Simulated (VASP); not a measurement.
# SiC (F-43m) in VASP: single point with PBE

Aim: the single point of SiC with PBE.

Program: VASP 6.6.1. These are calculated values, not measurements. Logs are shortened: lines on timing, memory, paths and dates and some standing lists are left out, and cuts for length are marked.

### 1 The cell of the first run

It takes space group F-43m (No. 216, cubic). Conventional cell: a = 4.358 Å, b = 4.358 Å, c = 4.358 Å, α = 90.00°, β = 90.00°, γ = 90.00°. Within 2.5 Å of Si (site symmetry -43m) lie 4 C at 1.89 Å. Within 2.5 Å of C (site symmetry -43m) lie 4 Si at 1.89 Å.

### 2 Single point, PBE

INCAR reads:

```
PREC = Accurate
ENCUT = 520
EDIFF = 1E-6
ISMEAR = 0
SIGMA = 0.05
LREAL = Auto
LASPH = True
NELM = 100
ALGO = Normal
ISIF = 2
LWAVE = False
LCHARG = False
GGA = PE
NBANDS = 141
```

KPOINTS reads:

```
Automatic mesh
0
Gamma
  2 2 2
```

POSCAR reads:

```
SiC
1.0
    0.0000000000      6.5370000000      6.5370000000
    6.5370000000      0.0000000000      6.5370000000
    6.5370000000      6.5370000000      0.0000000000
Si C
27 27
Direct
    0.0000000000      0.0000000000      0.0000000000
    0.0000000000      0.0000000000      0.3333330000
    0.0000000000      0.0000000000      0.6666670000
    0.0000000000      0.3333330000      0.0000000000
    0.0000000000      0.3333330000      0.3333330000
    0.0000000000      0.3333330000      0.6666670000
    0.0000000000      0.6666670000      0.0000000000
    0.0000000000      0.6666670000      0.3333330000
    0.0000000000      0.6666670000      0.6666670000
    0.3333330000      0.0000000000      0.0000000000
    0.3333330000      0.0000000000      0.3333330000
    0.3333330000      0.0000000000      0.6666670000
    0.3333330000      0.3333330000      0.0000000000
    0.3333330000      0.3333330000      0.3333330000
    0.3333330000      0.3333330000      0.6666670000
    0.3333330000      0.6666670000      0.0000000000
    0.3333330000      0.6666670000      0.3333330000
    0.3333330000      0.6666670000      0.6666670000
    0.6666670000      0.0000000000      0.0000000000
    0.6666670000      0.0000000000      0.3333330000
    0.6666670000      0.0000000000      0.6666670000
    0.6666670000      0.3333330000      0.0000000000
    0.6666670000      0.3333330000      0.3333330000
    0.6666670000      0.3333330000      0.6666670000
    0.6666670000      0.6666670000      0.0000000000
    0.6666670000      0.6666670000      0.3333330000
    0.6666670000      0.6666670000      0.6666670000
    0.0833330000      0.0833330000      0.0833330000
    0.0833330000      0.0833330000      0.4166670000
    0.0833330000      0.0833330000      0.7500000000
    0.0833330000      0.4166670000      0.0833330000
    0.0833330000      0.4166670000      0.4166670000
    0.0833330000      0.4166670000      0.7500000000
    0.0833330000      0.7500000000      0.0833330000
    0.0833330000      0.7500000000      0.4166670000
    0.0833330000      0.7500000000      0.7500000000
    0.4166670000      0.0833330000      0.0833330000
    0.4166670000      0.0833330000      0.4166670000
    0.4166670000      0.0833330000      0.7500000000
    0.4166670000      0.4166670000      0.0833330000
    0.4166670000      0.4166670000      0.4166670000
    0.4166670000      0.4166670000      0.7500000000
    0.4166670000      0.7500000000      0.0833330000
    0.4166670000      0.7500000000      0.4166670000
    0.4166670000      0.7500000000      0.7500000000
    0.7500000000      0.0833330000      0.0833330000
    0.7500000000      0.0833330000      0.4166670000
    0.7500000000      0.0833330000      0.7500000000
    0.7500000000      0.4166670000      0.0833330000
    0.7500000000      0.4166670000      0.4166670000
    0.7500000000      0.4166670000      0.7500000000
    0.7500000000      0.7500000000      0.0833330000
    0.7500000000      0.7500000000      0.4166670000
    0.7500000000      0.7500000000      0.7500000000
```

Potentials or basis: VASP PAW PBE potentials, release 64 (Si, C).

Command:

```sh
$ cat potpaw_PBE.64/Si/POTCAR potpaw_PBE.64/C/POTCAR > POTCAR
$ mpirun -np 1 vasp_std > vasp.out
```

OUTCAR:

```text
PREC = Accurate
   ENCUT = 520
   EDIFF = 1E-6
   ISMEAR = 0
   LREAL = Auto
   LASPH = True
   NELM = 100
   ISIF = 2
   GGA = PE

 ion  position               nearest neighbor table
   1  0.000  0.000  0.000-  28 1.89  30 1.89  34 1.89  46 1.89   7 3.08   8 3.08  10 3.08  12 3.08
                            16 3.08  19 3.08  20 3.08  22 3.08   2 3.08   3 3.08   4 3.08   6 3.08
   2  0.000  0.000  0.333-  29 1.89  28 1.89  35 1.89  47 1.89  10 3.08  11 3.08  17 3.08  20 3.08
                            23 3.08   1 3.08   4 3.08   5 3.08   8 3.08  21 3.08   9 3.08   3 3.08
   3  0.000  0.000  0.667-  30 1.89  29 1.89  36 1.89  48 1.89  12 3.08  18 3.08  19 3.08  21 3.08
                            24 3.08   1 3.08   6 3.08   7 3.08   9 3.08  11 3.08   5 3.08   2 3.08
   4  0.000  0.333  0.000-  31 1.89  28 1.89  33 1.89  49 1.89  10 3.08  13 3.08  15 3.08  22 3.08
                            23 3.08   1 3.08   2 3.08   5 3.08   6 3.08   9 3.08  25 3.08   7 3.08
   5  0.000  0.333  0.333-  29 1.89  31 1.89  50 1.89  32 1.89  14 3.08  23 3.08   2 3.08   4 3.08
                            11 3.08  13 3.08   3 3.08   7 3.08  24 3.08  26 3.08   6 3.08   8 3.08
   6  0.000  0.333  0.667-  33 1.89  32 1.89  30 1.89  51 1.89  15 3.08  22 3.08  24 3.08   1 3.08
                             3 3.08   4 3.08  12 3.08  14 3.08  27 3.08   8 3.08   9 3.08   5 3.08
   7  0.000  0.667  0.000-  34 1.89  31 1.89  36 1.89  52 1.89  16 3.08  18 3.08  19 3.08  25 3.08
                            26 3.08   1 3.08   3 3.08   8 3.08   9 3.08  13 3.08   5 3.08   4 3.08
   8  0.000  0.667  0.333-  35 1.89  34 1.89  32 1.89  53 1.89  17 3.08  20 3.08  26 3.08   1 3.08
                             2 3.08   7 3.08  16 3.08  14 3.08  27 3.08   5 3.08   9 3.08   6 3.08
   9  0.000  0.667  0.667-  36 1.89  35 1.89  33 1.89  54 1.89  25 3.08  27 3.08   3 3.08   7 3.08
[... 70 lines left out ...]
 A1 = (   0.0000000000,   6.5370000000,   6.5370000000)
 A2 = (   6.5370000000,   0.0000000000,   6.5370000000)
 A3 = (   6.5370000000,   6.5370000000,   0.0000000000)

Analysis of symmetry for initial positions (statically):
=====================================================================
 Subroutine PRICEL returns following result:

  LATTYP: Found a face centered cubic cell.
 ALAT       =     4.3579956420

  Lattice vectors:

 A1 = (   0.0000000000,   2.1789978210,   2.1789978210)
 A2 = (   2.1789978210,   0.0000000000,   2.1789978210)
 A3 = (   2.1789978210,   2.1789978210,   0.0000000000)

  27 primitive cells build up your supercell.

 Routine SETGRP: Setting up the symmetry group for a
 face centered cubic supercell.

 Subroutine GETGRP returns: Found 24 space group operations
 (whereof 24 operations were pure point group operations)
 out of a pool of 48 trial point group operations.

The static configuration has the point symmetry T_d .

[... 111 lines left out ...]
   NELECT =     216.0000    total number of electrons
   NUPDOWN=      -1.0000    fix difference up-down
   EMIN   =  10.00;   EMAX   =-10.00  energy-range for DOS
   EFERMI =   0.00;   METHOD = LEGACY
   ISMEAR =     0;   SIGMA  =   0.05  broadening in eV -4-tet -1-fermi 0-gaus
   EFERMI_NEDOS =   21; number of points for ismear=-14 and -15
   IALGO  =     38    algorithm
   IMIX   =      4    mixing-type and parameters
     AMIX     =   0.40;   BMIX     =  1.00
     AMIX_MAG =   1.60;   BMIX_MAG =  1.00
  volume/ion in A,a.u.               =      10.35        69.82
  Fermi-wavevector in a.u.,A,eV,Ry     =   1.192626  2.253736 19.352338  1.422357
  Thomas-Fermi vector in A             =   2.328660
   LORBIT       =      0    0 simple, 1 ext, 2 COOP (PROOUT), +10 PAW based schemes
   GGA     = PE    functional components
   LHFCALC =     F    Hartree Fock is set to
   AEXX    =    0.0000 exact exchange contribution
   IVDW    =     0    specifies the selected vdW correction
   LEPSILON=     F    determine dielectric tensor
   LRPA    =     F    only Hartree local field effects (RPA)
 non-spin polarized calculation
 Gauss-broadening in eV      SIGMA  =   0.05
  energy-cutoff  :      520.00
  volume of cell :      558.68
 maximum number of plane-waves:     15065
 NGX is ok and might be reduce to    70
   NGX = 35   NGY = 35   NGZ = 35

 number of electron     216.0000000 magnetization

 Free energy of the ion-electron system (eV)
  ---------------------------------------------------
  ext. energy  EPLUGINS =         0.00000000
  ---------------------------------------------------
  free energy    TOTEN  =      -406.29176515 eV

  energy without entropy =     -406.29176515  energy(sigma->0) =     -406.29176515

 E-fermi :   8.3464     XC(G=0): -11.3541

 val. band max:        8.1145755782   @ k =   0.0000   0.0000   0.0000
 cond. band min:       9.4653013506   @ k =   0.5000   0.5000   0.0000
 fundamental gap:      1.3507257724
 Fermi energy:         8.3464499021

 k-point     1 :       0.0000    0.0000    0.0000
  band No.  band energies     occupation
      1      -7.2924      2.00000
      2      -5.2262      2.00000
      3      -5.2262      2.00000
      4      -5.2262      2.00000
      5      -5.2262      2.00000
      6      -5.2262      2.00000
[... 358 lines left out ...]
    119      12.9474      0.00000
    120      12.9474      0.00000
 [bands above 120 left out]

------------------------ aborting loop because EDIFF is reached ----------------------------------------

  FORCE on cell =-STRESS in cart. coord.  units (eV):
  Direction    XX          YY          ZZ          XY          YZ          ZX
  --------------------------------------------------------------------------------------
  -------------------------------------------------------------------------------------
  Total       11.3010892     11.3010892     11.3010892      0.0000000     -0.0000000      0.0000000
  in kB       32.4089854     32.4089854     32.4089854      0.0000000     -0.0000000      0.0000000
  external PRESSURE =      32.4089854 kB  Pullay stress =       0.0000000 kB

 VOLUME and BASIS-vectors are now :
 -----------------------------------------------------------------------------
  energy-cutoff  :      520.00
  volume of cell :      558.68
      direct lattice vectors                 reciprocal lattice vectors
     0.000000000  6.537000000  6.537000000    -0.076487685  0.076487685  0.076487685
     6.537000000  0.000000000  6.537000000     0.076487685 -0.076487685  0.076487685
     6.537000000  6.537000000  0.000000000     0.076487685  0.076487685 -0.076487685

 POSITION                                       TOTAL-FORCE (eV/Angst)
 -----------------------------------------------------------------------------------
      0.00000      0.00000      0.00000        -0.000000     -0.000000      0.000000
      2.17900      2.17900      0.00000         0.000000      0.000000     -0.000000
      4.35800      4.35800      0.00000         0.000000      0.000000      0.000000
      2.17900      0.00000      2.17900        -0.000000     -0.000000      0.000000
      4.35800      2.17900      2.17900         0.000000      0.000000     -0.000000
      6.53700      4.35800      2.17900        -0.000000      0.000000      0.000000
[... 46 lines left out ...]
      7.62650      7.62650      9.80550        -0.000000      0.000000     -0.000000
      9.80550      9.80550      9.80550         0.000000      0.000000     -0.000000
 -----------------------------------------------------------------------------------
    total drift:                                0.000001      0.000001      0.000001

  FREE ENERGIE OF THE ION-ELECTRON SYSTEM (eV)
  ---------------------------------------------------
  free  energy   TOTEN  =      -406.2917651463 eV

  energy  without entropy=     -406.2917651463  energy(sigma->0) =     -406.29176515
```

It took 12 min on 1 thread of Intel Xeon 6975P-C, shared host; peak memory 0.73 GiB.

Results:

```yaml
Free_energy: -406.2918 eV
Pressure: 3.2 GPa
Band_gap_on_the_k_mesh: 1.35 eV
```

Levels at points of the mesh, in eV from the valence-band top:
```
           k point  band 106  band 107  band 108  band 109  band 110  band 111
(0.00, 0.00, 0.00)      0.00      0.00      0.00      2.63      2.63      2.63
(0.50, 0.00, 0.00)     -0.33     -0.33     -0.33      2.72      2.72      2.72
(0.50, 0.50, 0.00)     -0.38     -0.38     -0.38      1.35      3.99      3.99
```

A k mesh can miss the band edges. PBE gaps usually lie below the measured ones, often by a third to a half.
